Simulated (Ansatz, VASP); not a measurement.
## MgO in VASP and in Ansatz

```xyz
2
Lattice="2.3840 0.0000 0.0000 0.0000 2.3840 0.0000 0.0000 0.0000 2.3840" Properties=species:S:1:pos:R:3 pbc="T T T"
Mg    0.0000    0.0000    0.0000
O     1.1920    1.1920    1.1920
```

Change from the starting cell: volume scaled by 0.72, PAW files.

Alike in both runs: task single point; functional PBE; k mesh 15 × 15 × 15; occupations fermi-dirac, width 0.08 eV; no spin polarisation.

|  | VASP | Ansatz |
| --- | --- | --- |
| version | VASP 6.6.1 | Ansatz 0.2.0 |
| potentials or method | VASP PAW PBE potentials, release 64 (Mg, O) | PAW with Ansatz's default frozen-core files, scalar-relativistic |
| plane-wave cutoff (eV) | 520 | 420 |
| valence electrons in the cell | 8 | 16 |

Ansatz gave:

| Property | Result |
| --- | --- |
| gap on the k mesh at the Fermi level (eV) | 5.96 |
| pressure (GPa) | 89.1 |

Problem. What did VASP give for the same quantities?

Solution. gap on the k mesh at the Fermi level (eV): 5.97; pressure (GPa): 88.7.

Both programs put the cell under a high pressure, so it lies far from rest at this level. With one functional, cell and mesh, what is left measures potentials, basis and numerics. VASP's potentials hold 8 valence electrons a cell and Ansatz's 16, so a difference there can come from the potentials and not from the codes.

Noted on VASP's run: the cell as given lies far from equilibrium.
